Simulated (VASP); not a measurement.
Write the native input for VASP 6.6.1 that does the following.

| Item | Value |
| --- | --- |
| Task | single point |
| Functional | PBE |
| Potentials or basis | VASP PAW PBE potentials, release 64 (Sr_sv, Pt) |
| Cutoff | 520 eV |
| k mesh | 10 × 10 × 10 |
| Occupations | gaussian, width 0.1 eV |
| Spin | no spin polarisation |
| Dipole correction | no |
| Further INCAR settings | ALGO = Normal; EDIFF = 1e-07; NBANDS = 28 |

The structure of Sr3Pt lies in POSCAR:

```
Sr3Pt
1.0
    5.1437300822      0.0000000000      0.0000000000
    0.0000000000      5.1437300822      0.0000000000
    0.0000000000      0.0000000000      5.1437300822
Sr Pt
3 1
Direct
    0.0000000000      0.5000000000      0.5000000000
    0.5000000000      0.0000000000      0.5000000000
    0.5000000000      0.5000000000      0.0000000000
    0.0000000000      0.0000000000      0.0000000000
```

One way to write it, as run:

INCAR

```
ALGO = Normal
EDIFF = 1E-7
ENCUT = 520
GGA = PE
ISIF = 2
ISMEAR = 0
LASPH = T
LCHARG = F
LREAL = F
LWAVE = F
NBANDS = 28
NELM = 100
PREC = Accurate
SIGMA = 0.1
```

KPOINTS

```
k-points
0
Gamma
  10 10 10
```

Potentials or basis: VASP PAW PBE potentials, release 64 (Sr_sv, Pt).

Launch:

```sh
$ cat potpaw_PBE.64/Sr_sv/POTCAR potpaw_PBE.64/Pt/POTCAR > POTCAR
$ mpirun -np 1 vasp_std > vasp.out
```

Results of the run:

| Quantity | Value |
| --- | --- |
| Pressure | 0.0 GPa |
| Band gap on the k mesh | zero (bands 20 and 21 overlap by 1.39 eV) |

Caveat: spin-orbit coupling is left out, which moves the levels of the heavy elements.

Run time: 120 s on 1 thread of Intel(R) Xeon(R) Platinum 8559C (Emerald Rapids), with other jobs on the host, peak memory 0.36 GiB.
